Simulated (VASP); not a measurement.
A run of VASP 6.6.1:

The input INCAR:

```
SYSTEM = PbSe
ALGO     = Normal         ! electronic algorithm
EDIFF    = 1E-6           ! SCF threshold, eV
ENCUT    = 520            ! plane-wave cutoff, eV
GGA      = RE             ! functional
ISIF     = 2              ! what is computed and relaxed
ISMEAR   = -1             ! smearing method
IVDW     = 13             ! dispersion correction
LASPH    = .TRUE.         ! aspherical terms in the spheres
LCHARG   = .FALSE.        ! write CHGCAR
LREAL    = .FALSE.        ! projectors in reciprocal space
LWAVE    = .FALSE.        ! write WAVECAR
NBANDS   = 17             ! bands
NELM     = 80             ! most SCF steps
PREC     = Accurate       ! precision mode
SIGMA    = 0.05           ! smearing width, eV
```

The input KPOINTS:

```
k-points
0
G
  8 8 8
  0 0 0
```

POSCAR

```
PbSe
1.0
    0.0000000000      3.0192847941      3.0192847941
    3.0192847941      0.0000000000      3.0192847941
    3.0192847941      3.0192847941      0.0000000000
Pb Se
1 1
Direct
    0.0000000000      0.0000000000      0.0000000000
    0.5000000000      0.5000000000      0.5000000000
```

Potentials or basis: VASP PAW PBE potentials, release 64 (Pb_d, Se).

The run is started by

```sh
$ cat potpaw_PBE.64/Pb_d/POTCAR potpaw_PBE.64/Se/POTCAR > POTCAR
$ mpirun -np 1 vasp_std > vasp.out
```

Hardware: 1 thread of Intel Xeon 6975P-C (shared host).

How long does it take, and how much memory?

It took 23 s on 1 thread of Intel Xeon 6975P-C, with other jobs on the host, peak memory 0.19 GiB. Counts: scf iterations 12, k points 29.
